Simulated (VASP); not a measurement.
Here is a VASP 6.6.1 calculation.

File INCAR:

```
SYSTEM = TiSi2
PREC = Accurate
ENCUT = 520
EDIFF = 1E-6
ISMEAR = -1
SIGMA = 0.05
LREAL = .False.
LASPH = .True.
NELM = 60
ALGO = Normal
ISIF = 2
LWAVE = .False.
LCHARG = .True.
GGA = PE
LELF = .True.
LVHAR = .True.
NBANDS = 29
```

Contents of KPOINTS:

```
regular mesh
0
Gamma
  8 8 8
  0 0 0
```

POSCAR

```
TiSi2
1.0
    1.7532583256     -6.7139158625      0.0000000000
    1.7532583256      6.7139158625      0.0000000000
    0.0000000000      0.0000000000      3.5412459070
Ti Si
2 4
Direct
    0.1031180800      0.8968819200      0.2500000000
    0.8968819200      0.1031180800      0.7500000000
    0.7503148200      0.2496851800      0.2500000000
    0.2496851800      0.7503148200      0.7500000000
    0.4417485500      0.5582514500      0.2500000000
    0.5582514500      0.4417485500      0.7500000000
```

Potentials or basis: VASP PAW PBE potentials, release 64 (Ti_sv, Si).

The run is started by

```sh
$ cat potpaw_PBE.64/Ti_sv/POTCAR potpaw_PBE.64/Si/POTCAR > POTCAR
$ mpirun -np 1 vasp_std > vasp.out
```

**Question.** Predict the largest force.

**Answer.** 0.254 eV/Å.

**Question.** What does it give for the pressure?

**Answer.** 4.9 GPa.

**Question.** What does it give for the band gap on the k mesh?

**Answer.** Zero (band 20 reaches 11.28 eV, above the bottom of band 21 at 10.25 eV).

Forces in eV/Å, atoms in the order of the input:
```
Ti   0.000  0.058  0.000
Ti   0.000 -0.058  0.000
Si   0.000 -0.015  0.000
Si   0.000  0.015  0.000
Si   0.000  0.254  0.000
Si   0.000 -0.254  0.000
```
